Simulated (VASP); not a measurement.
# Al (I4_1/amd) in VASP: relaxation of cell and atoms with PBEsol

Aim: the relaxation of cell and atoms of Al with PBEsol.

Program: VASP 6.6.1. These are calculated values, not measurements. Logs are shortened: lines on timing, memory, paths and dates and some standing lists are left out, and cuts for length are marked.

### Step 1. The cell of the first run

The structure is tetragonal, space group I4_1/amd (No. 141). Conventional cell: a = 5.036 Å, b = 5.036 Å, c = 2.750 Å, α = 90.00°, β = 90.00°, γ = 90.00°. Within 3.4 Å of Al (site symmetry -4m2) lie 10 Al at 2.61 to 3.25 Å.

### Step 2. Relaxation of cell and atoms, PBEsol

INCAR reads:

```
SYSTEM = Al
  PREC = Accurate
  ENCUT = 500
  EDIFF = 1E-7
  ISMEAR = -1
  SIGMA = 0.1
  LREAL = .False.
  LASPH = .True.
  NELM = 120
  ALGO = Normal
  ISIF = 3
  LWAVE = .False.
  LCHARG = .False.
  GGA = PS
  IBRION = 2
  NSW = 80
  EDIFFG = -0.01
  ISYM = 0
  GGA_COMPAT = .False.
  NELMIN = 4
```

KPOINTS reads:

```
regular mesh
0
Gamma
  13 13 9
  0 0 0
```

POSCAR reads:

```
Al
1.0
   -2.5179409410      2.5179409410      1.3747957538
    2.5179409410     -2.5179409410      1.3747957538
    2.5179409410      2.5179409410     -1.3747957538
Al
2
Direct
    0.0000000000      0.0000000000      0.0000000000
    0.7500000000      0.2500000000      0.5000000000
```

Potentials or basis: VASP PAW PBE potentials, release 64 (Al).

The run is started by

```bash
> cat potpaw_PBE.64/Al/POTCAR > POTCAR
> mpirun -np 1 vasp_std > vasp.out
```

OUTCAR:

```text
SYSTEM = Al
   PREC = Accurate
   ENCUT = 500
   EDIFF = 1E-7
   ISMEAR = -1
   LREAL = .False.
   LASPH = .True.
   NELM = 120
   ISIF = 3
   GGA = PS
   IBRION = 2
   NSW = 80
   EDIFFG = -0.01
   ISYM = 0
   NELMIN = 4

 ion  position               nearest neighbor table
   1  0.000  0.000  0.000-   2 2.61   2 2.61   2 2.61   2 2.61   2 3.25   2 3.25   2 3.25   2 3.25

   2  0.750  0.250  0.500-   1 2.61   1 2.61   1 2.61   1 2.61   1 3.25   1 3.25   1 3.25   1 3.25

IMPORTANT INFORMATION: All symmetrisations will be switched off!
NOSYMM: (Re-)initialisation of all symmetry stuff for point group C_1.

----------------------------------------------------------------------------------------

                                     Primitive cell

  volume of cell :      34.8650

  direct lattice vectors                    reciprocal lattice vectors
    -2.517940941  2.517940941  1.374795754     0.000000000  0.198574951  0.363690387
     2.517940941 -2.517940941  1.374795754     0.198574951  0.000000000  0.363690387
     2.517940941  2.517940941 -1.374795754     0.198574951  0.198574951  0.000000000

  length of vectors
     3.817082201  3.817082201  3.817082201     0.414370256  0.414370256  0.280827389

  position of ions in fractional coordinates (direct lattice)
     0.000000000  0.000000000  0.000000000
     0.750000000  0.250000000  0.500000000

  ion indices of the primitive-cell ions
   primitive index   ion index
                 1           1
                 2           2

----------------------------------------------------------------------------------------

 KPOINTS: regular mesh

Automatic generation of k-mesh.
 Grid dimensions read from file:
 generate k-points for:   13   13    9

 Generating k-lattice:

  Cartesian coordinates                     Fractional coordinates (reciprocal lattice)
     0.000000000  0.015274996  0.027976184     0.076923077 -0.000000000  0.000000000
     0.015274996  0.000000000  0.027976184    -0.000000000  0.076923077  0.000000000
     0.022063883  0.022063883  0.000000000     0.000000000  0.000000000  0.111111111

  Length of vectors
     0.031874635  0.031874635  0.031203043

  Shift w.r.t. Gamma in fractional coordinates (k-lattice)
     0.000000000  0.000000000  0.000000000

 -----------------------------------------------------------------------------
|                                                                             |
|           W    W    AA    RRRRR   N    N  II  N    N   GGGG   !!!           |
|           W    W   A  A   R    R  NN   N  II  NN   N  G    G  !!!           |
|           W    W  A    A  R    R  N N  N  II  N N  N  G       !!!           |
|           W WW W  AAAAAA  RRRRR   N  N N  II  N  N N  G  GGG   !            |
|           WW  WW  A    A  R   R   N   NN  II  N   NN  G    G                |
|           W    W  A    A  R    R  N    N  II  N    N   GGGG   !!!           |
|                                                                             |
|     Your reciprocal lattice and k-lattice belong to different lattice       |
|     classes:                                                                |
|                                                                             |
|        The reciprocal lattice is body-centered tetragonal,                  |
|        whereas your k-lattice is base-centered monoclinic.                  |
|                                                                             |
|     Results are often still useful ...                                      |
|                                                                             |
 -----------------------------------------------------------------------------

 WARNING: IBZKPT: internal override: KBLOWUP is changed to .FALSE.
      ... skipping the blow-up phase ...

 Subroutine IBZKPT returns following result:
 ===========================================

 Found    761 irreducible k-points:

 Following reciprocal coordinates:
            Coordinates               Weight
  0.000000  0.000000  0.000000      1.000000
  0.076923 -0.000000 -0.000000      2.000000
  0.153846 -0.000000  0.000000      2.000000
  0.230769 -0.000000  0.000000      2.000000
  0.307692 -0.000000  0.000000      2.000000
  0.384615 -0.000000 -0.000000      2.000000
[... 16 lines left out ...]
  0.153846  0.153846  0.000000      2.000000
  0.230769  0.153846  0.000000      2.000000
 [... further k-points ...]
   k-points           NKPTS =    761   k-points in BZ     NKDIM =    761   number of bands    NBANDS=      7
   number of dos      NEDOS =    301   number of ions     NIONS =      2
   total plane-waves  NPLWV =  21952
   dimension x,y,z NGX =    28 NGY =   28 NGZ =   28
   dimension x,y,z NGXF=    56 NGYF=   56 NGZF=   56
   ions per type =               2
   NGX,Y,Z   is equivalent  to a cutoff of  12.19, 12.19, 12.19 a.u.
   NGXF,Y,Z  is equivalent  to a cutoff of  24.39, 24.39, 24.39 a.u.
 SYSTEM =  Al
   PREC   = accura    normal or accurate (medium, high low for compatibility)
   ISTART =      0    job   : 0-new  1-cont  2-samecut
   ICHARG =      2    charge: 1-file 2-atom 10-const
   ISPIN  =      1    spin polarized calculation?
   LNONCOLLINEAR =      F non collinear calculations
   LSORBIT =      F    spin-orbit coupling
   LASPH  =      T    aspherical Exc in radial PAW
   ENCUT  =  500.0 eV  36.75 Ry    6.06 a.u.   6.96  6.96  6.96*2*pi/ulx,y,z
   NELM   =    120;   NELMIN=  4; NELMDL= -5     # of ELM steps
   EDIFF  = 0.1E-06   stopping-criterion for ELM
   LREAL  =      F    real-space projection
   EDIFFG = -.1E-01   stopping-criterion for IOM
   NSW    =     80    number of steps for IOM
   IBRION =      2    ionic relax: 0-MD 1-quasi-New 2-CG
   NFREE  =      1    steps in history (QN), initial steepest desc. (CG)
   ISIF   =      3    stress and relaxation
   ISYM   =      0    0-nonsym 1-usesym 2-fastsym
   POTIM  = 0.5000    time-step for ionic-motion
   TEBEG  =    0.0;   TEEND  =   0.0 temperature during run
   PSTRESS=    0.0 pullay stress
   NELECT =       6.0000    total number of electrons
   NUPDOWN=      -1.0000    fix difference up-down
   EMIN   =  10.00;   EMAX   =-10.00  energy-range for DOS
   EFERMI =   0.00;   METHOD = LEGACY
   ISMEAR =    -1;   SIGMA  =   0.10  broadening in eV -4-tet -1-fermi 0-gaus
   EFERMI_NEDOS =   21; number of points for ismear=-14 and -15
   IALGO  =     38    algorithm
   IMIX   =      4    mixing-type and parameters
     AMIX     =   0.40;   BMIX     =  1.00
     AMIX_MAG =   1.60;   BMIX_MAG =  1.00
  volume/ion in A,a.u.               =      17.43       117.64
  Fermi-wavevector in a.u.,A,eV,Ry     =   0.910602  1.720789 11.281909  0.829197
  Thomas-Fermi vector in A             =   2.034784
   LORBIT       =      0    0 simple, 1 ext, 2 COOP (PROOUT), +10 PAW based schemes
   GGA     = PS    functional components
   LHFCALC =     F    Hartree Fock is set to
   AEXX    =    0.0000 exact exchange contribution
   IVDW    =     0    specifies the selected vdW correction
   LEPSILON=     F    determine dielectric tensor
   LRPA    =     F    only Hartree local field effects (RPA)
 conjugate gradient relaxation of ions
 non-spin polarized calculation
  energy-cutoff  :      500.00
  volume of cell :       34.86
 maximum number of plane-waves:       901
   NGX = 13   NGY = 13   NGZ = 13

--------------------------------------- Ionic step        1  -------------------------------------------

 number of electron       6.0000000 magnetization

 Free energy of the ion-electron system (eV)
  ---------------------------------------------------
  ext. energy  EPLUGINS =         0.00000000
  ---------------------------------------------------
  free energy    TOTEN  =        -7.52322956 eV

  energy without entropy =       -7.49158917  energy(sigma->0) =       -7.50740937

------------------------ aborting loop because EDIFF is reached ----------------------------------------

  FORCE on cell =-STRESS in cart. coord.  units (eV):
  Direction    XX          YY          ZZ          XY          YZ          ZX
  --------------------------------------------------------------------------------------
  -------------------------------------------------------------------------------------
  Total        1.8153817      1.8153819      0.3112463     -0.0224998     -0.0886105     -0.0886108
  in kB       83.4236661     83.4236776     14.3029469     -1.0339521     -4.0719898     -4.0720037
  external PRESSURE =      60.3834302 kB  Pullay stress =       0.0000000 kB
[... 89 lines left out ...]
  FREE ENERGIE OF THE ION-ELECTRON SYSTEM (eV)
  ---------------------------------------------------
  free  energy   TOTEN  =        -7.5918610264 eV

  energy  without entropy=       -7.5597046042  energy(sigma->0) =       -7.57578282

 E-fermi :   7.2026     XC(G=0):  -9.9837

 val. band max:        7.1939542283   @ k =  -0.3846  -0.0769   0.2222
 cond. band min:       7.2078891917   @ k =  -0.1538  -0.3077   0.3333
 fundamental gap:      0.0139349634
 Fermi energy:         7.2026252720

 k-point     1 :       0.0000    0.0000    0.0000
  band No.  band energies     occupation
      1      -3.5016      2.00000
      2       3.7567      2.00000
      3       4.5601      2.00000
      4      12.9688      0.00000
      5      13.3406      0.00000
      6      15.0892      0.00000
      7      16.5281      0.00000
[... 221 lines left out ...]
 k-point    24 :       0.2308    0.1538    0.0000
  band No.  band energies     occupation
      1       1.4084      2.00000
      2       6.0973      1.99997
      3       7.6336      0.02651
      4       8.2312      0.00007
      5       9.2107      0.00000
      6       9.7562      0.00000
      7      10.3268      0.00000

 [... further k-points ...]

[... ionic steps 4 to 36 ...]

--------------------------------------- Ionic step       37  -------------------------------------------

 number of electron       6.0000000 magnetization

------------------------ aborting loop because EDIFF is reached ----------------------------------------
[... 67 lines left out ...]
--------------------------------------- Ionic step       39  -------------------------------------------

 number of electron       6.0000000 magnetization

 Free energy of the ion-electron system (eV)
  ---------------------------------------------------
  ext. energy  EPLUGINS =         0.00000000
  ---------------------------------------------------
  free energy    TOTEN  =        -8.01296939 eV

  energy without entropy =       -7.98656209  energy(sigma->0) =       -7.99976574

 E-fermi :   7.3854     XC(G=0): -10.0485

 val. band max:        7.3849410769   @ k =  -0.0769   0.0769   0.3333
 cond. band min:       7.3870626677   @ k =   0.3846   0.3846   0.2222
 fundamental gap:      0.0021215908
 Fermi energy:         7.3853998135

 k-point     1 :       0.0000    0.0000    0.0000
  band No.  band energies     occupation
      1      -3.4419      2.00000
      2       3.8266      2.00000
      3       4.6339      2.00000
      4      13.2549      0.00000
      5      13.5167      0.00000
      6      15.4438      0.00000
      7      16.7311      0.00000
[... 221 lines left out ...]
 k-point    24 :       0.2308    0.1538    0.0000
  band No.  band energies     occupation
      1       1.8892      2.00000
      2       5.7602      2.00000
      3       7.7147      0.07159
      4       7.9958      0.00446
      5       9.3656      0.00000
      6      10.0318      0.00000
      7      11.4185      0.00000

 [... further k-points ...]
[... 5 lines left out ...]
  --------------------------------------------------------------------------------------
  -------------------------------------------------------------------------------------
  Total        0.0110524      0.0110515      0.0115750      0.0133962      0.0054922      0.0054898
  in kB        0.5108350      0.5107936      0.5349925      0.6191671      0.2538485      0.2537384
  external PRESSURE =       0.5188737 kB  Pullay stress =       0.0000000 kB
[... 17 lines left out ...]
  FREE ENERGIE OF THE ION-ELECTRON SYSTEM (eV)
  ---------------------------------------------------
  free  energy   TOTEN  =        -8.0129693869 eV

  energy  without entropy=       -7.9865620941  energy(sigma->0) =       -7.99976574

 reached required accuracy - stopping structural energy minimisation
```

Run time: 20 min. Hardware: 1 thread of Intel Xeon 6975P-C (Granite Rapids), shared host; peak memory 0.28 GiB.

What came out:

- Free energy: -8.0130 eV
- Relaxed volume: 17.33 Å³/atom
- Relaxed cell: a = 4.577 Å, b = 4.577 Å, c = 3.968 Å, α = 102.17°, β = 102.17°, γ = 144.62°
- Space group after relaxing (to 0.1 Å): Cmcm (No. 63)
- Energy gained by relaxing: 244.9 meV/atom
- Ionic steps: 39
- Pressure after relaxing: 0.1 GPa
- Band gap on the k mesh: zero (bands 3 and 4 overlap by 8.39 eV)

Forces in eV/Å, atoms in the order of the input:
```
Al   0.002 -0.002  0.000
Al  -0.002  0.002  0.000
```

Stress tensor (GPa, compression positive):
```
0.05 0.06 0.03
0.06 0.05 0.03
0.03 0.03 0.05
```

Step by step:
```
step  energy change (eV)  largest force (eV/Å)  pressure (GPa)  volume (Å³)
   1              0.0000                0.0055            6.04        34.86
   2             -0.0678                0.0279           -1.15        38.27
   3             -0.0686                0.0264           -0.51        37.89
   4             -0.0725                0.0427           -0.17        37.67
   5             -0.0734                0.0544            0.12        37.51
   6             -0.0753                0.0686            0.07        37.53
   7             -0.0828                0.1107           -0.10        37.59
   8             -0.1117                0.1833           -0.48        37.66
   9             -0.1904                0.1734           -1.15        37.60
  10             -0.2035                0.4611            0.56        36.74
  11             -0.2356                0.0260           -1.08        37.32
  12             -0.2373                0.0847           -0.99        37.25
  13             -0.2383                0.1092           -0.89        37.18
  14             -0.2388                0.1363           -0.76        37.10
  15             -0.2405                0.1310           -0.63        37.02
  16             -0.2453                0.1142           -0.23        36.77
  17             -0.2540                0.0736            0.64        36.27
  18             -0.2664                0.0470            2.56        35.27
  19             -0.2438                0.5065            7.48        33.25
  20             -0.2678                0.1052            3.28        34.93
  21             -0.2689                0.1129            3.33        34.90
  22             -0.2723                0.1365            3.46        34.83
  23             -0.2789                0.1865            3.73        34.68
  24             -0.2912                0.3016            4.29        34.36
  25             -0.3009                0.6022            5.61        33.71
  26             -0.3213                0.6358            4.99        33.82
  27             -0.3685                0.7240            3.31        34.11
  28             -0.4038                0.8483            1.20        34.44
  29             -0.4324                0.6230            0.48        34.63
  30             -0.4723                0.0757           -1.02        35.19
  31             -0.4737                0.0124           -1.21        35.29
  32             -0.4796                0.0382           -0.56        34.98
  33             -0.4846                0.0898            0.62        34.43
  34             -0.4848                0.1035            0.91        34.31
  35             -0.4880                0.0710            0.49        34.48
  36             -0.4896                0.0211           -0.13        34.75
  37             -0.4896                0.0242           -0.09        34.73
  38             -0.4897                0.0092           -0.01        34.69
  39             -0.4897                0.0023            0.05        34.66
```

Final structure:
```
CELL_PARAMETERS angstrom
-3.26292 2.90424 1.36760
2.90424 -3.26292 1.36760
2.34170 2.34170 -2.18626
ATOMIC_POSITIONS crystal
Al 0.98968 0.01032 0.00000
Al 0.76032 0.23968 0.50000
```

Levels at points of the mesh, in eV from the Fermi level:
```
           k point  band 1  band 2  band 3  band 4  band 5  band 6  band 7
(0.00, 0.00, 0.00)  -10.83   -3.56   -2.75    5.87    6.13    8.06    9.35
```

Caveat: a cell axis changed by over 15 % at a fixed basis, so the end point is rough; the PAW data sets were made with another functional, which shifts forces and pressure a little.
